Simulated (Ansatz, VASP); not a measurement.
Two plane-wave programs on SnO2

```
Sn O
1.0
     4.73735    0.00000    0.00000
     0.00000    4.73735    0.00000
     0.00000    0.00000    3.18640
Sn O
2 4
Direct
  0.01119 0.01119 0.00000
  0.50000 0.50000 0.50000
  0.30562 0.30562 0.00000
  0.19438 0.80562 0.50000
  0.69438 0.69438 0.00000
  0.80562 0.19438 0.50000
```

Alike in both runs: task single point; functional r2SCAN; k mesh 6 × 6 × 8; occupations gaussian, width 0.05 eV; no spin polarisation.

|  | VASP | Ansatz |
| --- | --- | --- |
| version | VASP 6.6.1 | Ansatz 0.2.0 |
| potentials or method | VASP PAW PBE potentials, release 64 (Sn_d, O), cutoff 520 eV | scalar-relativistic, plane waves, PAW |
| valence electrons in the cell | 52 | 52 |

|  | VASP | Ansatz | Ansatz less VASP |
| --- | --- | --- | --- |
| gap on the k mesh at the Fermi level (eV) | 1.91 | 1.89 | -0.027 |
| least direct gap on the mesh (eV) | 1.91 | 1.89 | -0.027 |
| pressure (GPa) | 4.7 | 3.5 | -1.20 |
| traceless stress, the component that is largest in VASP (GPa) | 0.94 | 0.92 | -0.019 |
| rms of the force components (eV/Å) | 0.543 | 0.527 | -0.0153 |

VASP's potentials were made for PBE, not for r2SCAN. Atom by atom the forces differ by 0.022 eV/Å (rms over components). The functional is the same, so the differences come from potentials, cutoffs and numerics.
